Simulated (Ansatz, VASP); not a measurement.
# One calculation of Al5Cu3, two programs

```
CELL_PARAMETERS angstrom
4.82785 0.00000 0.00000
-2.41392 4.23776 0.00000
0.00000 0.00000 25.01265
ATOMIC_POSITIONS crystal
Al 0.75000 0.50000 0.31156
Al 0.25000 0.50000 0.35729
Al 0.91171 0.82342 0.41637
Al 0.58829 0.17658 0.41637
Al 0.25000 0.50000 0.46851
Al 0.75000 0.50000 0.53149
Al 0.41171 0.82342 0.58363
Al 0.08829 0.17658 0.58363
Al 0.75000 0.50000 0.64271
Al 0.25000 0.50000 0.68844
Cu 0.75000 0.00000 0.33207
Cu 0.25000 0.00000 0.33207
Cu 0.25000 0.00000 0.50000
Cu 0.75000 0.00000 0.50000
Cu 0.75000 0.00000 0.66793
Cu 0.25000 0.00000 0.66793
```

Alike in both runs: functional PBEsol; k mesh 8 × 8 × 1; occupations gaussian, width 0.1 eV; no spin polarisation.

Ansatz relaxed the structure, and its values are those at the end. VASP's run is a single point on that final structure, the one shown.

|  | VASP | Ansatz |
| --- | --- | --- |
| version | VASP 6.6.1 | Ansatz 0.2.0 |
| potentials or method | VASP PAW PBE potentials, release 64 (Al, Cu), cutoff 520 eV | scalar-relativistic, plane waves, PAW |
| valence electrons in the cell | 96 | 144 |

|  | VASP | Ansatz | Ansatz less VASP |
| --- | --- | --- | --- |
| gap on the k mesh at the Fermi level (eV) | none | none | - |
| rms of the force components (eV/Å) | 0.007 | 0.001 | -0.0057 |
| work function, face that differs most (eV) | 4.33 | 4.33 | +0.006 |

VASP's potentials were made for PBE, not for PBEsol. A gap of «none» marks a metal or a gap that the smearing closes. VASP's potentials hold 96 valence electrons a cell and Ansatz's 144, so a difference there can come from the potentials and not from the codes. Ansatz's warnings: xc potential rough in thin density.
